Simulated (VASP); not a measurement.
Input of a VASP 6.6.1 run:

INCAR

```
SYSTEM = Ta3Ru
PREC = Accurate ; ENCUT = 500
EDIFF = 1E-7 ; ISMEAR = 0
SIGMA = 0.1 ; LREAL = .FALSE.
LASPH = .TRUE. ; NELM = 120
ALGO = Normal ; ISIF = 3
LWAVE = .FALSE. ; LCHARG = .FALSE.
IBRION = 2 ; NSW = 100
EDIFFG = -0.05 ; GGA_COMPAT = .FALSE.
NELMIN = 4
```

File KPOINTS:

```
Automatic mesh
0
G
  6 6 6
  0 0 0
```

File POSCAR:

```
Ta3Ru
1.0
    0.0000000000      3.2182866100      3.2182866100
    3.2182866100      0.0000000000      3.2182866100
    3.2182866100      3.2182866100      0.0000000000
Ta Ru
3 1
Direct
    0.2500000000      0.2500000000      0.2500000000
    0.7500000000      0.7500000000      0.7500000000
    0.5000000000      0.5000000000      0.5000000000
    0.0000000000      0.0000000000      0.0000000000
```

Potentials or basis: VASP PAW LDA potentials, release 64 (Ta_pv, Ru_pv).

Command:

```sh
$ cat potpaw_LDA.64/Ta_pv/POTCAR potpaw_LDA.64/Ru_pv/POTCAR > POTCAR
$ mpirun -np 1 vasp_std > vasp.out
```

(1) What does it give for the relaxed volume?

(2) Estimate the relaxed cell.

(3) What does it give for the space group after relaxing (to 0.05 Å)?

## Answers

(1) 16.04 Å³/atom.

(2) a = 4.493 Å, b = 4.493 Å, c = 4.493 Å, α = 60.00°, β = 60.00°, γ = 60.00°.

(3) Fm-3m (No. 225).
